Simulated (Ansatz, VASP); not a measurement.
**CdSe in VASP and in Ansatz**

```
Cd Se
1.0
     0.00000    2.87601    2.87601
     2.87601    0.00000    2.87601
     2.87601    2.87601    0.00000
Cd Se
1 1
Direct
  0.00000 0.00000 0.00000
  0.25000 0.25000 0.25000
```

Change from the starting cell: volume scaled by 0.8, PAW files.

Alike in both runs: task single point; functional PBE; k mesh 11 × 11 × 11; occupations fermi-dirac, width 0.1 eV; no spin polarisation.

|  | VASP | Ansatz |
| --- | --- | --- |
| version | VASP 6.6.1 | Ansatz 0.2.0 |
| potentials or method | VASP PAW PBE potentials, release 64 (Cd, Se) | PAW with Ansatz's default frozen-core files, scalar-relativistic |
| plane-wave cutoff (eV) | 520 | 420 |
| valence electrons in the cell | 18 | 36 |

```csv
,VASP,Ansatz,Ansatz less VASP
pressure (GPa),17.5,16.8,-0.70
```

The functional is the same, so the differences come from potentials, cutoffs and numerics. VASP's potentials hold 18 valence electrons a cell and Ansatz's 36, so a difference there can come from the potentials and not from the codes.
